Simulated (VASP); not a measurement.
The system is Sn.

```
Sn
1.0
    -1.89465    1.89465    1.89465
     1.89465   -1.89465    1.89465
     1.89465    1.89465   -1.89465
Sn
1
Direct
  0.00000 0.00000 0.00000
```

Base run:

```yaml
Program: VASP 6.6.1
Functional: revPBE
Potentials_or_basis: VASP PAW PBE potentials, release 64 (Sn_d)
Cutoff: 500 eV
k_mesh: 10 × 10 × 10
Occupations: fermi-dirac, width 0.05 eV
Spin: no spin polarisation
```

Its results: band gap on the k mesh zero (band 7 reaches 16.17 eV, above the bottom of band 8 at 5.88 eV); pressure 1.6 GPa.

Q: After a change of settings the same cell gave: band gap on the k mesh zero (band 7 reaches 15.62 eV, above the bottom of band 8 at 5.56 eV); pressure -3.5 GPa. Which change was it?
A. functional from revPBE to PBE; occupations from fermi-dirac, width 0.05 eV to gaussian, width 0.014 eV
B. functional from revPBE to LDA; potentials or basis from VASP PAW PBE potentials, release 64 (Sn_d) to VASP PAW LDA potentials, release 64 (Sn_d); cutoff from 500 eV to 520 eV
C. functional from revPBE to PBE0; cutoff from 500 eV to 520 eV; k mesh from 10 × 10 × 10 to 6 × 6 × 6
D. functional from revPBE to PBE; cutoff from 500 eV to 520 eV; occupations from fermi-dirac, width 0.05 eV to gaussian, width 0.028 eV

A: B.

Caveats: spin-orbit coupling is left out, which moves the levels of the heavy elements; the PAW data sets were made with another functional, which shifts forces and pressure a little (some runs).
